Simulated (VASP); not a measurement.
# Sc (Pm-3m) in VASP: a series of runs

The runs below take Sc through single point, with PBEsol.

All numbers are computed with VASP 6.6.1; they aren't measurements. Logs are shortened: lines on timing, memory, paths and dates and some standing lists are left out, and cuts for length are marked.

## Step 1: The cell of the first run

The structure is cubic, space group Pm-3m (No. 221). The conventional cell has a = 3.031 Å, b = 3.031 Å, c = 3.031 Å, α = 90.00°, β = 90.00°, γ = 90.00°. Within 4.0 Å of Sc (site symmetry m-3m) lie 6 Sc at 3.03 Å.

## Step 2: Single point, PBEsol (volume scaled by 1.12)

Input file INCAR:

```
SYSTEM = Sc
PREC     = Accurate       ! precision mode
ENCUT    = 500            ! plane-wave cutoff, eV
EDIFF    = 1E-6           ! SCF threshold, eV
ISMEAR   = -1             ! smearing method
SIGMA    = 0.1            ! smearing width, eV
LREAL    = .FALSE.        ! projectors in reciprocal space
LASPH    = .TRUE.         ! aspherical terms in the spheres
NELM     = 120            ! most SCF steps
ALGO     = Normal         ! electronic algorithm
ISIF     = 2              ! what is computed and relaxed
LWAVE    = .FALSE.        ! write WAVECAR
LCHARG   = .FALSE.        ! write CHGCAR
GGA      = PS             ! functional
NBANDS   = 12             ! bands
GGA_COMPAT= .FALSE.
```

Input file KPOINTS:

```
regular mesh
0
G
  12 12 12
  0 0 0
```

Input file POSCAR:

```
Sc
1.0
    3.0305690850      0.0000000000      0.0000000000
    0.0000000000      3.0305690850      0.0000000000
    0.0000000000      0.0000000000      3.0305690850
Sc
1
Direct
    0.0000000000      0.0000000000      0.0000000000
```

Potentials or basis: VASP PAW PBE potentials, release 64 (Sc_sv).

Command:

```bash
> cat potpaw_PBE.64/Sc_sv/POTCAR > POTCAR
> mpirun -np 1 vasp_std > vasp.out
```

OUTCAR:

```text
SYSTEM = Sc
   PREC = Accurate
   ENCUT = 500
   EDIFF = 1E-6
   ISMEAR = -1
   LREAL = .FALSE.
   LASPH = .TRUE.
   NELM = 120
   ISIF = 2
   GGA = PS

 ion  position               nearest neighbor table
   1  0.000  0.000  0.000-

  LATTYP: Found a simple cubic cell.
 ALAT       =     3.0305690850

  Lattice vectors:

 A1 = (   3.0305690850,   0.0000000000,   0.0000000000)
 A2 = (   0.0000000000,   3.0305690850,   0.0000000000)
 A3 = (   0.0000000000,   0.0000000000,   3.0305690850)

Analysis of symmetry for initial positions (statically):
=====================================================================
 Subroutine PRICEL returns:
 Original cell was already a primitive cell.

 Routine SETGRP: Setting up the symmetry group for a
 simple cubic supercell.

 Subroutine GETGRP returns: Found 48 space group operations
 (whereof 48 operations were pure point group operations)
 out of a pool of 48 trial point group operations.

The static configuration has the point symmetry O_h .

Analysis of symmetry for dynamics (positions and initial velocities):
=====================================================================
 Subroutine PRICEL returns:
 Original cell was already a primitive cell.

 Routine SETGRP: Setting up the symmetry group for a
 simple cubic supercell.

 Subroutine GETGRP returns: Found 48 space group operations
 (whereof 48 operations were pure point group operations)
 out of a pool of 48 trial point group operations.

The dynamic configuration has the point symmetry O_h .

 Subroutine INISYM returns: Found 48 space group operations
 (whereof 48 operations are pure point group operations),
 and found     1 'primitive' translations

----------------------------------------------------------------------------------------

                                     Primitive cell

  volume of cell :      27.8338

  direct lattice vectors                    reciprocal lattice vectors
     3.030569085  0.000000000  0.000000000     0.329971029  0.000000000  0.000000000
     0.000000000  3.030569085  0.000000000     0.000000000  0.329971029  0.000000000
     0.000000000  0.000000000  3.030569085     0.000000000  0.000000000  0.329971029

  length of vectors
     3.030569085  3.030569085  3.030569085     0.329971029  0.329971029  0.329971029

  position of ions in fractional coordinates (direct lattice)
     0.000000000  0.000000000  0.000000000

  ion indices of the primitive-cell ions
   primitive index   ion index
                 1           1

----------------------------------------------------------------------------------------

 KPOINTS: regular mesh

Automatic generation of k-mesh.
 Grid dimensions read from file:
 generate k-points for:   12   12   12

 Generating k-lattice:

  Cartesian coordinates                     Fractional coordinates (reciprocal lattice)
     0.027497586  0.000000000  0.000000000     0.083333333  0.000000000  0.000000000
     0.000000000  0.027497586  0.000000000     0.000000000  0.083333333  0.000000000
     0.000000000  0.000000000  0.027497586     0.000000000  0.000000000  0.083333333

  Length of vectors
     0.027497586  0.027497586  0.027497586

  Shift w.r.t. Gamma in fractional coordinates (k-lattice)
     0.000000000  0.000000000  0.000000000

 Subroutine IBZKPT returns following result:
 ===========================================

 Found     84 irreducible k-points:

 Following reciprocal coordinates:
            Coordinates               Weight
  0.000000  0.000000  0.000000      1.000000
  0.083333  0.000000  0.000000      6.000000
  0.166667  0.000000  0.000000      6.000000
  0.250000  0.000000  0.000000      6.000000
  0.333333  0.000000  0.000000      6.000000
  0.416667  0.000000  0.000000      6.000000
[... 16 lines left out ...]
  0.333333  0.333333  0.000000     12.000000
  0.416667  0.333333  0.000000     24.000000
 [... further k-points ...]
   k-points           NKPTS =     84   k-points in BZ     NKDIM =     84   number of bands    NBANDS=     12
   number of dos      NEDOS =    301   number of ions     NIONS =      1
   total plane-waves  NPLWV =  13824
   dimension x,y,z NGX =    24 NGY =   24 NGZ =   24
   dimension x,y,z NGXF=    48 NGYF=   48 NGZF=   48
   ions per type =               1
   NGX,Y,Z   is equivalent  to a cutoff of  13.17, 13.17, 13.17 a.u.
   NGXF,Y,Z  is equivalent  to a cutoff of  26.33, 26.33, 26.33 a.u.
 SYSTEM =  Sc
   PREC   = accura    normal or accurate (medium, high low for compatibility)
   ISTART =      0    job   : 0-new  1-cont  2-samecut
   ICHARG =      2    charge: 1-file 2-atom 10-const
   ISPIN  =      1    spin polarized calculation?
   LNONCOLLINEAR =      F non collinear calculations
   LSORBIT =      F    spin-orbit coupling
   LASPH  =      T    aspherical Exc in radial PAW
   ENCUT  =  500.0 eV  36.75 Ry    6.06 a.u.   5.53  5.53  5.53*2*pi/ulx,y,z
   NELM   =    120;   NELMIN=  2; NELMDL= -5     # of ELM steps
   EDIFF  = 0.1E-05   stopping-criterion for ELM
   LREAL  =      F    real-space projection
   EDIFFG = 0.1E-04   stopping-criterion for IOM
   NSW    =      0    number of steps for IOM
   IBRION =     -1    ionic relax: 0-MD 1-quasi-New 2-CG
   NFREE  =      0    steps in history (QN), initial steepest desc. (CG)
   ISIF   =      2    stress and relaxation
   ISYM   =      2    0-nonsym 1-usesym 2-fastsym
   POTIM  = 0.5000    time-step for ionic-motion
   TEBEG  =    0.0;   TEEND  =   0.0 temperature during run
   PSTRESS=    0.0 pullay stress
   NELECT =      11.0000    total number of electrons
   NUPDOWN=      -1.0000    fix difference up-down
   EMIN   =  10.00;   EMAX   =-10.00  energy-range for DOS
   EFERMI =   0.00;   METHOD = LEGACY
   ISMEAR =    -1;   SIGMA  =   0.10  broadening in eV -4-tet -1-fermi 0-gaus
   EFERMI_NEDOS =   21; number of points for ismear=-14 and -15
   IALGO  =     38    algorithm
   IMIX   =      4    mixing-type and parameters
     AMIX     =   0.40;   BMIX     =  1.00
     AMIX_MAG =   1.60;   BMIX_MAG =  1.00
  volume/ion in A,a.u.               =      27.83       187.83
  Fermi-wavevector in a.u.,A,eV,Ry     =   1.201383  2.270285 19.637581  1.443321
  Thomas-Fermi vector in A             =   2.337193
   LORBIT       =      0    0 simple, 1 ext, 2 COOP (PROOUT), +10 PAW based schemes
   GGA     = PS    functional components
   LHFCALC =     F    Hartree Fock is set to
   AEXX    =    0.0000 exact exchange contribution
   IVDW    =     0    specifies the selected vdW correction
   LEPSILON=     F    determine dielectric tensor
   LRPA    =     F    only Hartree local field effects (RPA)
 non-spin polarized calculation
  energy-cutoff  :      500.00
  volume of cell :       27.83
 maximum number of plane-waves:       739
 NGX is ok and might be reduce to    24
   NGX = 11   NGY = 11   NGZ = 11

 number of electron      11.0000007 magnetization

 Free energy of the ion-electron system (eV)
  ---------------------------------------------------
  ext. energy  EPLUGINS =         0.00000000
  ---------------------------------------------------
  free energy    TOTEN  =        -5.84657292 eV

  energy without entropy =       -5.75474598  energy(sigma->0) =       -5.80065945

 E-fermi :   2.9827     XC(G=0):  -9.4465

 val. band max:        2.9788167680   @ k =   0.2500   0.1667   0.0000
 cond. band min:       2.9847816093   @ k =   0.4167   0.4167   0.0000
 fundamental gap:      0.0059648413
 Fermi energy:         2.9827117914

 k-point     1 :       0.0000    0.0000    0.0000
  band No.  band energies     occupation
      1     -46.5975      2.00000
      2     -25.0970      2.00000
      3     -25.0970      2.00000
      4     -25.0970      2.00000
      5      -1.8905      2.00000
      6       2.5587      1.97161
      7       2.5587      1.97161
      8       6.5097      0.00000
      9       6.5097      0.00000
     10       6.5097      0.00000
     11      14.5983      0.00000
     12      14.5983      0.00000

 k-point     2 :       0.0833    0.0000    0.0000
  band No.  band energies     occupation
      1     -46.5942      2.00000
      2     -25.1265      2.00000
      3     -25.0945      2.00000
      4     -25.0945      2.00000
      5      -1.7569      2.00000
      6       2.5927      1.96034
      7       2.6348      1.94017
      8       6.3931      0.00000
      9       6.3931      0.00000
     10       6.5181      0.00000
     11      13.6145      0.00000
     12      14.8225      0.00000

 k-point     3 :       0.1667    0.0000    0.0000
  band No.  band energies     occupation
      1     -46.5851      2.00000
      2     -25.2066      2.00000
      3     -25.0877      2.00000
      4     -25.0877      2.00000
      5      -1.3698      2.00000
      6       2.6876      1.90066
      7       2.8310      1.64017
      8       6.0962      0.00000
      9       6.0962      0.00000
     10       6.5412      0.00000
     11      11.9341      0.00000
     12      15.4432      0.00000
[... 286 lines left out ...]
 k-point    23 :       0.3333    0.3333    0.0000
  band No.  band energies     occupation
      1     -46.5240      2.00000
      2     -25.3852      2.00000
      3     -25.3762      2.00000
      4     -25.0421      2.00000
      5       1.2877      2.00000
      6       2.8592      1.54946
      7       4.5830      0.00000
      8       4.9512      0.00000
      9       5.5582      0.00000
     10       5.6747      0.00000
     11       9.4876      0.00000
     12      12.0583      0.00000

 k-point    24 :       0.4167    0.3333    0.0000
  band No.  band energies     occupation
      1     -46.5151      2.00000
      2     -25.4547      2.00000
      3     -25.3708      2.00000
      4     -25.0355      2.00000
      5       1.5909      2.00000
      6       2.7997      1.72364
      7       4.7386      0.00000
      8       5.4049      0.00000
      9       5.5327      0.00000
     10       5.6742      0.00000
     11       8.6697      0.00000
     12      12.4171      0.00000

 [... further k-points ...]

------------------------ aborting loop because EDIFF is reached ----------------------------------------

  FORCE on cell =-STRESS in cart. coord.  units (eV):
  Direction    XX          YY          ZZ          XY          YZ          ZX
  --------------------------------------------------------------------------------------
  -------------------------------------------------------------------------------------
  Total       -0.6239659     -0.6239659     -0.6239659      0.0000000      0.0000000     -0.0000000
  in kB      -35.9169011    -35.9169011    -35.9169011      0.0000000      0.0000000     -0.0000000
  external PRESSURE =     -35.9169011 kB  Pullay stress =       0.0000000 kB

 VOLUME and BASIS-vectors are now :
 -----------------------------------------------------------------------------
  energy-cutoff  :      500.00
  volume of cell :       27.83
      direct lattice vectors                 reciprocal lattice vectors
     3.030569085  0.000000000  0.000000000     0.329971029  0.000000000  0.000000000
     0.000000000  3.030569085  0.000000000     0.000000000  0.329971029  0.000000000
     0.000000000  0.000000000  3.030569085     0.000000000  0.000000000  0.329971029

 POSITION                                       TOTAL-FORCE (eV/Angst)
 -----------------------------------------------------------------------------------
      0.00000      0.00000      0.00000         0.000000      0.000000      0.000000
 -----------------------------------------------------------------------------------
    total drift:                                0.000000      0.000000      0.000000

  FREE ENERGIE OF THE ION-ELECTRON SYSTEM (eV)
  ---------------------------------------------------
  free  energy   TOTEN  =        -5.8465729212 eV

  energy  without entropy=       -5.7547459821  energy(sigma->0) =       -5.80065945
```

It took 15 s on 1 thread of Intel Xeon Platinum 8259CL at 2.50GHz (Skylake/Cascade Lake), shared host; peak memory 0.15 GiB.

What came out:

```yaml
Free_energy: -5.8466 eV
Pressure: -3.6 GPa
```

Levels at points of the mesh, in eV from the Fermi level:
```csv
k point,band 3,band 4,band 5,band 6,band 7,band 8
"(0.00, 0.00, 0.00)",-28.08,-28.08,-4.87,-0.42,-0.42,3.53
"(0.50, 0.00, 0.00)",-28.04,-28.04,-1.69,-0.53,0.13,2.12
"(0.50, 0.50, 0.00)",-28.45,-28.01,-1.52,0.17,2.44,2.44
"(0.50, 0.50, 0.50)",-28.40,-28.40,-0.36,-0.36,-0.36,4.43
```

Caveat: the cell differs from its parent crystal (volume scaled by 1.12); the PAW data sets were made with another functional, which shifts forces and pressure a little.

## Step 3: Single point, PBEsol

This run uses another cell than the first one, of 24.85 Å³/atom, 0.893 times its volume.

Input file INCAR:

```
PREC = Accurate
ENCUT = 500
EDIFF = 1E-6
ISMEAR = -1
SIGMA = 0.1
LREAL = F
LASPH = T
NELM = 120
ALGO = Normal
ISIF = 2
LWAVE = F
LCHARG = F
GGA = PS
NBANDS = 12
GGA_COMPAT = F
```

Input file KPOINTS:

```
regular mesh
0
Gamma
  18 18 18
```

Input file POSCAR:

```
Sc
1.0
    2.9182210182      0.0000000000      0.0000000000
    0.0000000000      2.9182210182      0.0000000000
    0.0000000000      0.0000000000      2.9182210182
Sc
1
Direct
    0.0000000000      0.0000000000      0.0000000000
```

Potentials or basis: VASP PAW PBE potentials, release 64 (Sc_sv).

Command:

```bash
> cat potpaw_PBE.64/Sc_sv/POTCAR > POTCAR
> mpirun -np 1 vasp_std > vasp.out
```

It took 34 s on 1 thread of Intel Xeon Platinum 8259CL at 2.50GHz (Skylake/Cascade Lake), shared host; peak memory 0.18 GiB.

It converged, with:

```
Free energy : -5.8818 eV
Pressure    : -0.1 GPa
```

Levels at points of the mesh, in eV from the Fermi level:
| k point | band 1 | band 2 | band 3 | band 4 | band 5 | band 6 | band 7 | band 8 | band 9 | band 10 |
| --- | --- | --- | --- | --- | --- | --- | --- | --- | --- | --- |
| (0.00, 0.00, 0.00) | -49.37 | -27.79 | -27.79 | -27.79 | -5.10 | -0.54 | -0.54 | 3.99 | 3.99 | 3.99 |
| (0.50, 0.00, 0.00) | -49.29 | -28.40 | -27.73 | -27.73 | -1.67 | -0.46 | 0.10 | 2.34 | 2.34 | 4.14 |
| (0.50, 0.50, 0.00) | -49.22 | -28.31 | -28.31 | -27.68 | -1.85 | 0.26 | 2.72 | 2.72 | 3.86 | 3.86 |
| (0.50, 0.50, 0.50) | -49.14 | -28.23 | -28.23 | -28.23 | -0.52 | -0.52 | -0.52 | 5.05 | 5.05 | 7.51 |

Caveat: the PAW data sets were made with another functional, which shifts forces and pressure a little.
